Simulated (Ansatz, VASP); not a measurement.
One calculation of BN, two programs

```
CELL_PARAMETERS angstrom
2.75825 0.00000 0.00000
-1.37913 2.38872 0.00000
0.00000 0.00000 4.05778
ATOMIC_POSITIONS crystal
B 0.66667 0.33333 0.99972
B 0.33333 0.66667 0.49972
N 0.66667 0.33333 0.62528
N 0.33333 0.66667 0.12528
```

Change from the starting cell: strain +0.080 along x and y, -0.040 along z, atoms carried along.

Alike in both runs: task single point; functional PBE; k mesh 12 × 12 × 6; occupations gaussian, width 0.05 eV; no spin polarisation.

```csv
,VASP,Ansatz
version,VASP 6.6.1,Ansatz 0.2.0
potentials or method,"VASP PAW PBE potentials, release 64 (B, N), cutoff 520 eV","scalar-relativistic, plane waves, PAW"
valence electrons in the cell,16,16
```

Ansatz gave:

* gap on the k mesh at the Fermi level (eV): 5.08
* least direct gap on the mesh (eV): 5.98
* pressure (GPa): -28.0
* traceless stress, the component that is largest in VASP (GPa): 58.12
* rms of the force components (eV/Å): 0.089

What did VASP give for the same quantities?

gap on the k mesh at the Fermi level (eV): 5.08; least direct gap on the mesh (eV): 5.99; pressure (GPa): -28.0; traceless stress, the component that is largest in VASP (GPa): 58.46; rms of the force components (eV/Å): 0.101.

Atom by atom the forces differ by 0.011 eV/Å (rms over components). The functional is the same, so the differences come from potentials, cutoffs and numerics.
